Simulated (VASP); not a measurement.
# As (Fd-3m) in VASP: notebook

As is run at these levels: PBEsol; tasks: single point.

All numbers are computed with VASP 6.6.1; they aren't measurements. Logs are shortened: lines on timing, memory, paths and dates and some standing lists are left out, and cuts for length are marked.

**1. The cell of the first run**

It takes space group Fd-3m (No. 227, cubic). Conventional cell: a = 4.600 Å, b = 4.600 Å, c = 4.600 Å, α = 90.00°, β = 90.00°, γ = 90.00°. Within 2.6 Å of As (site symmetry -43m) lie 4 As at 1.99 Å.

**2. Single point, PBEsol (volume scaled by 0.45)**

INCAR

```
  ALGO = Normal
  EDIFF = 1E-6
  ENCUT = 520
  GGA = PS
  ISIF = 2
  ISMEAR = -1
  LASPH = T
  LCHARG = F
  LREAL = F
  LWAVE = F
  NBANDS = 12
  NELM = 60
  PREC = Accurate
  SIGMA = 0.08
```

KPOINTS

```
k-points
0
Gamma
  11 11 11
```

POSCAR

```
As
1.0
    0.0000000000      2.2998931366      2.2998931366
    2.2998931366      0.0000000000      2.2998931366
    2.2998931366      2.2998931366      0.0000000000
As
2
Direct
   -0.1250000000     -0.1250000000     -0.1250000000
    0.1250000000      0.1250000000      0.1250000000
```

Potentials or basis: VASP PAW PBE potentials, release 64 (As).

Launch:

```console
cat potpaw_PBE.64/As/POTCAR > POTCAR
mpirun -np 1 vasp_std > vasp.out
```

OUTCAR:

```text
EDIFF = 1E-6
   ENCUT = 520
   GGA = PS
   ISIF = 2
   ISMEAR = -1
   LASPH = T
   LREAL = F
   NELM = 60
   PREC = Accurate

 ion  position               nearest neighbor table
   1  0.875  0.875  0.875-   2 1.99   2 1.99   2 1.99   2 1.99
   2  0.125  0.125  0.125-   1 1.99   1 1.99   1 1.99   1 1.99

  LATTYP: Found a face centered cubic cell.
 ALAT       =     4.5997862732

  Lattice vectors:

 A1 = (   0.0000000000,   2.2998931366,   2.2998931366)
 A2 = (   2.2998931366,   0.0000000000,   2.2998931366)
 A3 = (   2.2998931366,   2.2998931366,   0.0000000000)

Analysis of symmetry for initial positions (statically):
=====================================================================
 Subroutine PRICEL returns:
 Original cell was already a primitive cell.

 Routine SETGRP: Setting up the symmetry group for a
 face centered cubic supercell.

 Subroutine GETGRP returns: Found 48 space group operations
 (whereof 12 operations were pure point group operations)
 out of a pool of 48 trial point group operations.

The static configuration has the point symmetry D_3d.
 The point group associated with its full space group is O_h .

Analysis of symmetry for dynamics (positions and initial velocities):
=====================================================================
 Subroutine PRICEL returns:
 Original cell was already a primitive cell.

 Routine SETGRP: Setting up the symmetry group for a
 face centered cubic supercell.

 Subroutine GETGRP returns: Found 48 space group operations
 (whereof 12 operations were pure point group operations)
 out of a pool of 48 trial point group operations.

The dynamic configuration has the point symmetry D_3d.
 The point group associated with its full space group is O_h .

 Subroutine INISYM returns: Found 48 space group operations
 (whereof 12 operations are pure point group operations),
 and found     1 'primitive' translations

----------------------------------------------------------------------------------------

                                     Primitive cell

  volume of cell :      24.3306

  direct lattice vectors                    reciprocal lattice vectors
     0.000000000  2.299893137  2.299893137    -0.217401405  0.217401405  0.217401405
     2.299893137  0.000000000  2.299893137     0.217401405 -0.217401405  0.217401405
     2.299893137  2.299893137  0.000000000     0.217401405  0.217401405 -0.217401405

  length of vectors
     3.252540066  3.252540066  3.252540066     0.376550280  0.376550280  0.376550280

  position of ions in fractional coordinates (direct lattice)
     0.875000000  0.875000000  0.875000000
     0.125000000  0.125000000  0.125000000

  ion indices of the primitive-cell ions
   primitive index   ion index
                 1           1
                 2           2

----------------------------------------------------------------------------------------

 KPOINTS: k-points

Automatic generation of k-mesh.
 Grid dimensions read from file:
 generate k-points for:   11   11   11

 Generating k-lattice:

  Cartesian coordinates                     Fractional coordinates (reciprocal lattice)
    -0.019763764  0.019763764  0.019763764     0.090909091  0.000000000  0.000000000
     0.019763764 -0.019763764  0.019763764     0.000000000  0.090909091  0.000000000
     0.019763764  0.019763764 -0.019763764     0.000000000  0.000000000  0.090909091

  Length of vectors
     0.034231844  0.034231844  0.034231844

  Shift w.r.t. Gamma in fractional coordinates (k-lattice)
     0.000000000  0.000000000  0.000000000

 Subroutine IBZKPT returns following result:
 ===========================================

 Found     56 irreducible k-points:

 Following reciprocal coordinates:
            Coordinates               Weight
  0.000000  0.000000  0.000000      1.000000
  0.090909  0.000000  0.000000      8.000000
  0.181818  0.000000  0.000000      8.000000
  0.272727  0.000000  0.000000      8.000000
  0.363636  0.000000  0.000000      8.000000
  0.454545  0.000000  0.000000      8.000000
[... 16 lines left out ...]
 -0.272727  0.181818  0.000000     24.000000
 -0.181818  0.181818  0.000000     12.000000
 [... further k-points ...]
   k-points           NKPTS =     56   k-points in BZ     NKDIM =     56   number of bands    NBANDS=     12
   number of dos      NEDOS =    301   number of ions     NIONS =      2
   total plane-waves  NPLWV =  13824
   dimension x,y,z NGX =    24 NGY =   24 NGZ =   24
   dimension x,y,z NGXF=    48 NGYF=   48 NGZF=   48
   ions per type =               2
   NGX,Y,Z   is equivalent  to a cutoff of  12.27, 12.27, 12.27 a.u.
   NGXF,Y,Z  is equivalent  to a cutoff of  24.53, 24.53, 24.53 a.u.
 SYSTEM =  unknown system
   PREC   = accura    normal or accurate (medium, high low for compatibility)
   ISTART =      0    job   : 0-new  1-cont  2-samecut
   ICHARG =      2    charge: 1-file 2-atom 10-const
   ISPIN  =      1    spin polarized calculation?
   LNONCOLLINEAR =      F non collinear calculations
   LSORBIT =      F    spin-orbit coupling
   LASPH  =      T    aspherical Exc in radial PAW
   ENCUT  =  520.0 eV  38.22 Ry    6.18 a.u.   6.05  6.05  6.05*2*pi/ulx,y,z
   NELM   =     60;   NELMIN=  2; NELMDL= -5     # of ELM steps
   EDIFF  = 0.1E-05   stopping-criterion for ELM
   LREAL  =      F    real-space projection
   EDIFFG = 0.1E-04   stopping-criterion for IOM
   NSW    =      0    number of steps for IOM
   IBRION =     -1    ionic relax: 0-MD 1-quasi-New 2-CG
   NFREE  =      0    steps in history (QN), initial steepest desc. (CG)
   ISIF   =      2    stress and relaxation
   ISYM   =      2    0-nonsym 1-usesym 2-fastsym
   POTIM  = 0.5000    time-step for ionic-motion
   TEBEG  =    0.0;   TEEND  =   0.0 temperature during run
   PSTRESS=    0.0 pullay stress
   NELECT =      10.0000    total number of electrons
   NUPDOWN=      -1.0000    fix difference up-down
   EMIN   =  10.00;   EMAX   =-10.00  energy-range for DOS
   EFERMI =   0.00;   METHOD = LEGACY
   ISMEAR =    -1;   SIGMA  =   0.08  broadening in eV -4-tet -1-fermi 0-gaus
   EFERMI_NEDOS =   21; number of points for ismear=-14 and -15
   IALGO  =     38    algorithm
   IMIX   =      4    mixing-type and parameters
     AMIX     =   0.40;   BMIX     =  1.00
     AMIX_MAG =   1.60;   BMIX_MAG =  1.00
  volume/ion in A,a.u.               =      12.17        82.10
  Fermi-wavevector in a.u.,A,eV,Ry     =   1.217187  2.300149 20.157620  1.481543
  Thomas-Fermi vector in A             =   2.352515
   LORBIT       =      0    0 simple, 1 ext, 2 COOP (PROOUT), +10 PAW based schemes
   GGA     = PS    functional components
   LHFCALC =     F    Hartree Fock is set to
   AEXX    =    0.0000 exact exchange contribution
   IVDW    =     0    specifies the selected vdW correction
   LEPSILON=     F    determine dielectric tensor
   LRPA    =     F    only Hartree local field effects (RPA)
 non-spin polarized calculation
  energy-cutoff  :      520.00
  volume of cell :       24.33
 maximum number of plane-waves:       667
   NGX = 13   NGY = 13   NGZ = 13

 number of electron      10.0000000 magnetization

 number of electron       9.9999997 magnetization

 Free energy of the ion-electron system (eV)
  ---------------------------------------------------
  ext. energy  EPLUGINS =         0.00000000
  ---------------------------------------------------
  free energy    TOTEN  =         0.14564927 eV

  energy without entropy =        0.16551598  energy(sigma->0) =        0.15558263

 E-fermi :  13.6591     XC(G=0): -12.5949

 val. band max:       13.5641837973   @ k =  -0.4545   0.1818   0.0909
 cond. band min:      13.6724251033   @ k =  -0.1818   0.0909   0.0000
 fundamental gap:      0.1082413060
 Fermi energy:        13.6591388941

 k-point     1 :       0.0000    0.0000    0.0000
  band No.  band energies     occupation
      1      -9.1721      2.00000
      2       9.5958      2.00000
      3       9.5958      2.00000
      4       9.5958      2.00000
      5      12.9757      1.99961
      6      12.9757      1.99961
      7      12.9757      1.99961
      8      15.1740      0.00000
      9      19.1734      0.00000
     10      21.8499      0.00000
     11      21.8499      0.00000
     12      23.8810      0.00000

 k-point     2 :       0.0909    0.0000    0.0000
  band No.  band energies     occupation
      1      -9.0074      2.00000
      2       7.9187      2.00000
      3       9.2353      2.00000
      4       9.2353      2.00000
      5      13.2541      1.98742
      6      13.4378      1.88168
      7      13.4378      1.88168
      8      16.1929      0.00000
      9      19.9389      0.00000
     10      20.9077      0.00000
     11      20.9077      0.00000
     12      23.3669      0.00000

 k-point     3 :       0.1818    0.0000    0.0000
  band No.  band energies     occupation
      1      -8.5177      2.00000
      2       5.1728      2.00000
      3       8.5486      2.00000
      4       8.5486      2.00000
      5      12.9709      1.99963
      6      14.2648      0.00103
      7      14.2648      0.00103
      8      18.2540      0.00000
      9      20.1151      0.00000
     10      20.1151      0.00000
     11      20.9557      0.00000
     12      23.7117      0.00000

 k-point     4 :       0.2727    0.0000    0.0000
  band No.  band energies     occupation
      1      -7.7213      2.00000
      2       2.4937      2.00000
      3       7.9189      2.00000
      4       7.9189      2.00000
      5      12.5754      2.00000
      6      14.6731      0.00001
      7      14.6731      0.00001
      8      19.4942      0.00000
      9      20.5019      0.00000
     10      20.5019      0.00000
     11      21.2969      0.00000
     12      26.7236      0.00000

 k-point     5 :       0.3636    0.0000    0.0000
  band No.  band energies     occupation
      1      -6.6816      2.00000
      2       0.1479      2.00000
      3       7.4710      2.00000
      4       7.4710      2.00000
      5      12.2862      2.00000
      6      14.5751      0.00002
      7      14.5751      0.00002
      8      19.0741      0.00000
      9      22.0988      0.00000
     10      22.0988      0.00000
     11      23.3285      0.00000
     12      30.0578      0.00000
[... 228 lines left out ...]
      1      -4.9240      2.00000
      2      -1.4368      2.00000
      3       4.2186      2.00000
      4       6.2096      2.00000
      5      12.2932      2.00000
      6      16.0987      0.00000
      7      16.5163      0.00000
      8      19.5947      0.00000
      9      22.3023      0.00000
     10      23.8081      0.00000
     11      25.1919      0.00000
     12      28.5974      0.00000

 k-point    22 :      -0.3636    0.1818    0.0000
  band No.  band energies     occupation
      1      -5.4033      2.00000
      2      -0.7424      2.00000
      3       3.9406      2.00000
      4       6.7073      2.00000
      5      12.7307      1.99998
      6      16.0140      0.00000
      7      16.1029      0.00000
      8      20.7314      0.00000
      9      21.2212      0.00000
     10      22.1694      0.00000
     11      24.6917      0.00000
     12      30.4381      0.00000

 k-point    23 :      -0.2727    0.1818    0.0000
  band No.  band energies     occupation
      1      -6.4847      2.00000
      2       1.1088      2.00000
      3       4.0219      2.00000
      4       7.4164      2.00000
      5      13.3671      1.94934
      6      15.6551      0.00000
      7      16.0835      0.00000
      8      18.6683      0.00000
      9      19.3352      0.00000
     10      23.4755      0.00000
     11      26.4237      0.00000
     12      28.0244      0.00000

 k-point    24 :      -0.1818    0.1818    0.0000
  band No.  band energies     occupation
      1      -7.4489      2.00000
      2       3.0717      2.00000
      3       4.7530      2.00000
      4       8.1958      2.00000
      5      13.9836      0.03407
      6      14.8551      0.00000
      7      15.7157      0.00000
      8      17.4562      0.00000
      9      18.6402      0.00000
     10      23.6785      0.00000
     11      25.0239      0.00000
     12      25.6737      0.00000

 [... further k-points ...]

------------------------ aborting loop because EDIFF is reached ----------------------------------------

  FORCE on cell =-STRESS in cart. coord.  units (eV):
  Direction    XX          YY          ZZ          XY          YZ          ZX
  --------------------------------------------------------------------------------------
  -------------------------------------------------------------------------------------
  Total       31.5564549     31.5564549     31.5564549     -0.0000000      0.0000000     -0.0000000
  in kB     2078.0013409   2078.0013409   2078.0013409     -0.0000000      0.0000000     -0.0000000
  external PRESSURE =    2078.0013409 kB  Pullay stress =       0.0000000 kB

 VOLUME and BASIS-vectors are now :
 -----------------------------------------------------------------------------
  energy-cutoff  :      520.00
  volume of cell :       24.33
      direct lattice vectors                 reciprocal lattice vectors
     0.000000000  2.299893137  2.299893137    -0.217401405  0.217401405  0.217401405
     2.299893137  0.000000000  2.299893137     0.217401405 -0.217401405  0.217401405
     2.299893137  2.299893137  0.000000000     0.217401405  0.217401405 -0.217401405

 POSITION                                       TOTAL-FORCE (eV/Angst)
 -----------------------------------------------------------------------------------
      4.02481      4.02481      4.02481        -0.000000      0.000000     -0.000000
      0.57497      0.57497      0.57497         0.000000     -0.000000      0.000000
 -----------------------------------------------------------------------------------
    total drift:                                0.000000      0.000000      0.000000

  FREE ENERGIE OF THE ION-ELECTRON SYSTEM (eV)
  ---------------------------------------------------
  free  energy   TOTEN  =         0.1456492738 eV

  energy  without entropy=        0.1655159771  energy(sigma->0) =        0.15558263
```

It took 9.4 s on 1 thread of Intel Xeon Platinum 8488C (Sapphire Rapids), shared host; peak memory 0.14 GiB.

What came out:

```yaml
Free_energy: 0.1456 eV
Pressure: 207.8 GPa
Band_gap_on_the_k_mesh: zero (band 5 reaches 14.37 eV, above the bottom of band 6 at 10.56 eV)
```

Caveat: the PAW data sets were made with another functional, which shifts forces and pressure a little.

(Part 1 of 2 ends here.)
